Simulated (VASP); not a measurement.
# Te2Mo in VASP: notebook, part 2 of 2

VASP 6.6.1. The steps go on from the part before.

## 3. Single point, LDA

File INCAR:

```
SYSTEM = Te2Mo
PREC     = Accurate       ! precision mode
ENCUT    = 520            ! plane-wave cutoff, eV
EDIFF    = 1E-7           ! SCF threshold, eV
ISMEAR   = -1             ! smearing method
SIGMA    = 0.1            ! smearing width, eV
LREAL    = .FALSE.        ! projectors in reciprocal space
LASPH    = .TRUE.         ! aspherical terms in the spheres
NELM     = 60             ! most SCF steps
ALGO     = Normal         ! electronic algorithm
ISIF     = 2              ! what is computed and relaxed
LWAVE    = .FALSE.        ! write WAVECAR
LCHARG   = .FALSE.        ! write CHGCAR
NBANDS   = 20             ! bands
```

File KPOINTS:

```
Automatic mesh
0
G
  7 7 2
  0 0 0
```

File POSCAR:

```
Te2Mo
1.0
    3.5602328100      0.0000000000      0.0000000000
   -1.7801164100      3.0832520600      0.0000000000
    0.0000000000      0.0000000000     17.5240578200
Te Mo
2 1
Direct
    0.3333333333      0.6666666667      0.8978554500
    0.3333333333      0.6666666667      0.1021445500
    0.0000000000      0.0000000000      0.0000000000
```

Potentials or basis: VASP PAW LDA potentials, release 64 (Te, Mo_sv).

Started as:

```
cat potpaw_LDA.64/Te/POTCAR potpaw_LDA.64/Mo_sv/POTCAR > POTCAR
mpirun -np 1 vasp_std > vasp.out
```

OUTCAR:

```text
SYSTEM = Te2Mo
   PREC = Accurate
   ENCUT = 520
   EDIFF = 1E-7
   ISMEAR = -1
   LREAL = .FALSE.
   LASPH = .TRUE.
   NELM = 60
   ISIF = 2

 ion  position               nearest neighbor table
   1  0.333  0.667  0.898-   3 2.73   3 2.73   3 2.73   2 3.58
   2  0.333  0.667  0.102-   3 2.73   3 2.73   3 2.73   1 3.58
   3  0.000  0.000  0.000-   1 2.73   2 2.73   1 2.73   2 2.73   1 2.73   2 2.73

  LATTYP: Found a hexagonal cell.
 ALAT       =     3.5602328100
 C/A-ratio  =     4.9221662614

  Lattice vectors:

 A1 = (   3.5602328100,   0.0000000000,   0.0000000000)
 A2 = (  -1.7801164100,   3.0832520600,   0.0000000000)
 A3 = (   0.0000000000,   0.0000000000,  17.5240578200)

Analysis of symmetry for initial positions (statically):
=====================================================================
 Subroutine PRICEL returns:
 Original cell was already a primitive cell.

 Routine SETGRP: Setting up the symmetry group for a
 hexagonal supercell.

 Subroutine GETGRP returns: Found 12 space group operations
 (whereof 12 operations were pure point group operations)
 out of a pool of 24 trial point group operations.

The static configuration has the point symmetry D_3h.

Analysis of symmetry for dynamics (positions and initial velocities):
=====================================================================
 Subroutine PRICEL returns:
 Original cell was already a primitive cell.

 Routine SETGRP: Setting up the symmetry group for a
 hexagonal supercell.

 Subroutine GETGRP returns: Found 12 space group operations
 (whereof 12 operations were pure point group operations)
 out of a pool of 24 trial point group operations.
[... 104 lines left out ...]
   PSTRESS=    0.0 pullay stress
   NELECT =      26.0000    total number of electrons
   NUPDOWN=      -1.0000    fix difference up-down
   EMIN   =  10.00;   EMAX   =-10.00  energy-range for DOS
   EFERMI =   0.00;   METHOD = LEGACY
   ISMEAR =    -1;   SIGMA  =   0.10  broadening in eV -4-tet -1-fermi 0-gaus
   EFERMI_NEDOS =   21; number of points for ismear=-14 and -15
   IALGO  =     38    algorithm
   IMIX   =      4    mixing-type and parameters
     AMIX     =   0.40;   BMIX     =  1.00
     AMIX_MAG =   1.60;   BMIX_MAG =  1.00
  volume/ion in A,a.u.               =      64.12       432.71
  Fermi-wavevector in a.u.,A,eV,Ry     =   0.840153  1.587660  9.603777  0.705858
  Thomas-Fermi vector in A             =   1.954489
   LORBIT       =      0    0 simple, 1 ext, 2 COOP (PROOUT), +10 PAW based schemes
   GGA     = CA    functional components
   LHFCALC =     F    Hartree Fock is set to
   AEXX    =    0.0000 exact exchange contribution
   IVDW    =     0    specifies the selected vdW correction
   LEPSILON=     F    determine dielectric tensor
   LRPA    =     F    only Hartree local field effects (RPA)
 non-spin polarized calculation
  energy-cutoff  :      520.00
  volume of cell :      192.36
 maximum number of plane-waves:      5262
 NGX is ok and might be reduce to    28
   NGX = 13   NGY = 13   NGZ = 65

 number of electron      26.0000000 magnetization

 Free energy of the ion-electron system (eV)
  ---------------------------------------------------
  ext. energy  EPLUGINS =         0.00000000
  ---------------------------------------------------
  free energy    TOTEN  =       -20.41196630 eV

  energy without entropy =      -20.41116668  energy(sigma->0) =      -20.41156649

 E-fermi :   0.4062     XC(G=0):  -4.8264

 val. band max:       -0.2836436272   @ k =   0.2857   0.2857   0.0000
 cond. band min:       1.0953378162   @ k =   0.2857   0.2857   0.0000
 fundamental gap:      1.3789814435
 Fermi energy:         0.4062360797

 k-point     1 :       0.0000    0.0000    0.0000
  band No.  band energies     occupation
      1     -60.4393      2.00000
      2     -34.7742      2.00000
      3     -34.6684      2.00000
      4     -34.6684      2.00000
      5     -12.6719      2.00000
      6     -11.6919      2.00000
[... 357 lines left out ...]
     19       5.6347      0.00000
     20       6.9951      0.00000

------------------------ aborting loop because EDIFF is reached ----------------------------------------

  FORCE on cell =-STRESS in cart. coord.  units (eV):
  Direction    XX          YY          ZZ          XY          YZ          ZX
  --------------------------------------------------------------------------------------
  -------------------------------------------------------------------------------------
  Total       -2.3713239     -2.3713239     -1.3393292      0.0000000      0.0000000      0.0000000
  in kB      -19.7505576    -19.7505576    -11.1551599      0.0000000      0.0000000      0.0000000
  external PRESSURE =     -16.8854250 kB  Pullay stress =       0.0000000 kB

 VOLUME and BASIS-vectors are now :
 -----------------------------------------------------------------------------
  energy-cutoff  :      520.00
  volume of cell :      192.36
      direct lattice vectors                 reciprocal lattice vectors
     3.560232810  0.000000000  0.000000000     0.280880508  0.162166437  0.000000000
    -1.780116410  3.083252060  0.000000000     0.000000000  0.324332873  0.000000000
     0.000000000  0.000000000 17.524057820     0.000000000  0.000000000  0.057064409

 POSITION                                       TOTAL-FORCE (eV/Angst)
 -----------------------------------------------------------------------------------
     -0.00000      2.05550     15.73407         0.000000      0.000000      0.370457
     -0.00000      2.05550      1.78999         0.000000      0.000000     -0.370457
      0.00000      0.00000      0.00000        -0.000000     -0.000000      0.000000
 -----------------------------------------------------------------------------------
    total drift:                                0.000000     -0.000000     -0.000000

  FREE ENERGIE OF THE ION-ELECTRON SYSTEM (eV)
  ---------------------------------------------------
  free  energy   TOTEN  =       -20.4119662981 eV

  energy  without entropy=      -20.4111666772  energy(sigma->0) =      -20.41156649
```

OSZICAR:

```text
N       E                     dE             d eps       ncg     rms          rms(c)
DAV:   1     0.132071155837E+03    0.13207E+03   -0.11443E+04   832   0.104E+03
DAV:   2    -0.126131541749E+02   -0.14468E+03   -0.14022E+03   836   0.226E+02
DAV:   3    -0.209549939167E+02   -0.83418E+01   -0.82526E+01   848   0.451E+01
[... 15 lines left out ...]
DAV:  19    -0.204119599034E+02   -0.59923E-05   -0.11140E-07   628   0.935E-04    0.104E-03
DAV:  20    -0.204119658003E+02   -0.58970E-05   -0.31155E-07   604   0.171E-03    0.103E-03
DAV:  21    -0.204119661124E+02   -0.31204E-06   -0.10047E-08   572   0.553E-04    0.498E-04
DAV:  22    -0.204119662762E+02   -0.16385E-06   -0.72952E-09   504   0.368E-04    0.100E-04
DAV:  23    -0.204119662981E+02   -0.21827E-07   -0.68136E-10   460   0.100E-04
   1 F= -.20411966E+02 E0= -.20411566E+02  d E =-.799621E-03
```

Run time: 2.7 min. Hardware: 1 thread of Intel Xeon 6975P-C, shared host; peak memory 0.27 GiB.

What came out:

```yaml
Free_energy: -20.4120 eV
Largest_force: 0.370 eV/Å
Band_gap_on_the_k_mesh: 1.38 eV, direct
```

Forces on the atoms (eV/Å):
```
Te   0.000  0.000  0.370
Te   0.000  0.000 -0.370
Mo   0.000  0.000  0.000
```

Levels at points of the mesh, in eV from the valence-band top:
| k point | band 9 | band 10 | band 11 | band 12 | band 13 | band 14 | band 15 | band 16 | band 17 | band 18 |
| --- | --- | --- | --- | --- | --- | --- | --- | --- | --- | --- |
| (0.00, 0.00, 0.00) | -1.54 | -1.45 | -0.74 | -0.74 | -0.22 | 3.21 | 3.21 | 3.50 | 3.50 | 4.52 |
| (0.00, 0.00, 0.50) | -1.54 | -1.45 | -0.74 | -0.74 | -0.22 | 3.21 | 3.21 | 3.50 | 3.50 | 4.61 |

Caveat: spin-orbit coupling is left out, which moves the levels of the heavy elements.

## 4. Single point, LDA

File INCAR:

```
PREC     = Accurate       # precision mode
ENCUT    = 520            # plane-wave cutoff, eV
EDIFF    = 1E-7           # SCF threshold, eV
ISMEAR   = -1             # smearing method
SIGMA    = 0.1            # smearing width, eV
LREAL    = F              # projectors in reciprocal space
LASPH    = T              # aspherical terms in the spheres
NELM     = 80             # most SCF steps
ALGO     = Normal         # electronic algorithm
ISIF     = 2              # what is computed and relaxed
LWAVE    = F              # write WAVECAR
LCHARG   = T              # write CHGCAR
GGA      = CA             # functional
LELF     = T              # ELF
LVHAR    = T            
NBANDS   = 20             # bands
```

File KPOINTS:

```
Automatic mesh
0
Gamma
  9 9 2
```

POSCAR is that of step 3.

Started as:

```
cat potpaw_LDA.64/Te/POTCAR potpaw_LDA.64/Mo_sv/POTCAR > POTCAR
mpirun -np 1 vasp_std > vasp.out
```

Run time: 3.5 min. Hardware: 1 thread of Intel Xeon 6975P-C, shared host; peak memory 0.3 GiB.

Results (log left out):

```yaml
Free_energy: -20.4125 eV
Largest_force: 0.370 eV/Å
Band_gap_on_the_k_mesh: 1.04 eV, direct
```

Forces on the atoms (eV/Å):
```
Te   0.000  0.000  0.370
Te   0.000  0.000 -0.370
Mo   0.000  0.000  0.000
```

Levels at points of the mesh, in eV from the valence-band top:
```csv
k point,band 11,band 12,band 13,band 14,band 15,band 16
"(0.00, 0.00, 0.00)",-0.89,-0.89,-0.37,3.06,3.06,3.36
"(0.00, 0.00, 0.50)",-0.89,-0.89,-0.37,3.06,3.06,3.36
```

Caveat: spin-orbit coupling is left out, which moves the levels of the heavy elements.

## 5. Summary

| k mesh | gap on the mesh (eV) | largest force (eV/Å) |
| --- | --- | --- |
| 6 × 6 × 1 | 1.04 | 0.36 |
| 7 × 7 × 2 | 1.38 | 0.37 |
| 9 × 9 × 2 | 1.04 | 0.37 |

Alike in all rows: task single point; level LDA; potentials or basis VASP PAW LDA potentials, release 64 (Te, Mo_sv); no spin polarisation; cell as given; cutoff (eV) 520; smearing fermi-dirac 0.1 eV.

On the cell as given the gap runs from 1.04 eV (LDA) to 1.38 eV (LDA); the meshes differ, which moves gaps too.

Caveats: spin-orbit coupling is left out, which moves the levels of the heavy elements.

Total energies depend on the potentials used, so only differences within one code and one set of settings carry meaning.
